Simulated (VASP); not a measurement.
Runs of VASP 6.6.1 on K2S. It takes space group Fm-3m (No. 225, cubic). The conventional cell has a = 7.406 Å, b = 7.406 Å, c = 7.406 Å, α = 90.00°, β = 90.00°, γ = 90.00°. S (site symmetry m-3m) has 8 K at 3.21 Å within 4.2 Å. Within 4.2 Å of K (site symmetry -43m) lie 4 S at 3.21 Å and 6 K at 3.70 Å. 

```tsv
level	k mesh	cutoff (eV)	grid for exact exchange (PRECFOCK)	share of exact exchange	screening parameter	gap on the mesh (eV)	pressure (GPa)
PBE0	4 × 4 × 4	400	Normal	0.25	-	4.02	(b)
r2SCAN	4 × 4 × 4	550	-	-	-	(a)	0.0
PBE	4 × 4 × 4	500	-	-	-	2.38	0.5
HSE06	4 × 4 × 4	400	Normal	0.25	0.2079 1/Å	3.31	0.2
PBE	6 × 6 × 6	500	-	-	-	2.38	0.5
```

Alike in all rows: task single point; potentials or basis VASP PAW PBE potentials, release 64 (S, K_sv); no spin polarisation; cell as given; smearing gaussian 0.01 eV.

Problem. Fill in the values left out.

Solution. (a) 2.76; (b) 0.1.

Caveats: the PAW data sets were made with another functional, which shifts forces and pressure a little (at least some runs).

A k mesh can miss the band edges.
